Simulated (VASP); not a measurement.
A run of VASP 6.6.1:

Contents of INCAR:

```
SYSTEM = Cu
PREC     = Accurate       ! precision mode
ENCUT    = 600            ! plane-wave cutoff, eV
EDIFF    = 1E-6           ! SCF threshold, eV
ISMEAR   = -1             ! smearing method
SIGMA    = 0.05           ! smearing width, eV
LREAL    = .False.        ! projectors in reciprocal space
LASPH    = .True.         ! aspherical terms in the spheres
NELM     = 120            ! most SCF steps
ALGO     = Normal         ! electronic algorithm
ISIF     = 2              ! what is computed and relaxed
LWAVE    = .False.        ! write WAVECAR
LCHARG   = .False.        ! write CHGCAR
GGA      = PS             ! functional
NBANDS   = 12             ! bands
GGA_COMPAT= .False.
```

Contents of KPOINTS:

```
regular mesh
0
Gamma
  13 13 13
  0 0 0
```

File POSCAR:

```
Cu
1.0
   -1.4285782608      1.4285782608      1.4036030790
    1.4285782608     -1.4285782608      1.4036030790
    1.4285782608      1.4285782608     -1.4036030790
Cu
1
Direct
    0.0000000000      0.0000000000      0.0000000000
```

Potentials or basis: VASP PAW PBE potentials, release 64 (Cu).

Run with:

```sh
$ cat potpaw_PBE.64/Cu/POTCAR > POTCAR
$ mpirun -np 1 vasp_std > vasp.out
```

Hardware: 1 thread of AMD EPYC 7R43 64-Core Processor (Zen 3), with other jobs on the host.

Question: How long does it take, and how much memory?

Answer: Run time: 40 s on 1 thread of AMD EPYC 7R43 64-Core Processor (Zen 3), with other jobs on the host, peak memory 0.11 GiB. Counts: scf iterations 11, k points 196.
